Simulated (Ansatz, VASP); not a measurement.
**Ca2BPb: VASP beside Ansatz**

```xyz
4
Lattice="5.0861 0.0000 0.0000 0.0000 5.0861 0.0000 0.0000 0.0000 3.8188" Properties=species:S:1:pos:R:3 pbc="T T T"
Ca    2.5431    0.0000    1.9094
Ca    0.0000    2.5431    1.9094
B     0.0000    0.0000    0.0000
Pb    2.5431    2.5431    0.0000
```

Change from the starting cell: species swapped into the ErIn2Sn type (P4/mmm, No. 123).

Alike in both runs: functional PBE; k mesh 10 × 10 × 12; occupations gaussian, width 0.1 eV; no spin polarisation.

Ansatz relaxed the structure, and its values are those at the end. VASP's run is a single point on that final structure, the one shown.

```csv
,VASP,Ansatz
version,VASP 6.6.1,Ansatz 0.2.0
potentials or method,"VASP PAW PBE potentials, release 64 (Ca_sv, B, Pb_d), cutoff 520 eV","scalar-relativistic, plane waves, PAW"
valence electrons in the cell,37,37
```

VASP gave:

- gap on the k mesh at the Fermi level (eV): none
- pressure (GPa): 0.1

Problem. Which values does Ansatz return?

Solution. gap on the k mesh at the Fermi level (eV): none; pressure (GPa): 0.0.

A gap of «none» marks a metal or a gap that the smearing closes.

Neither program's run includes spin-orbit coupling.
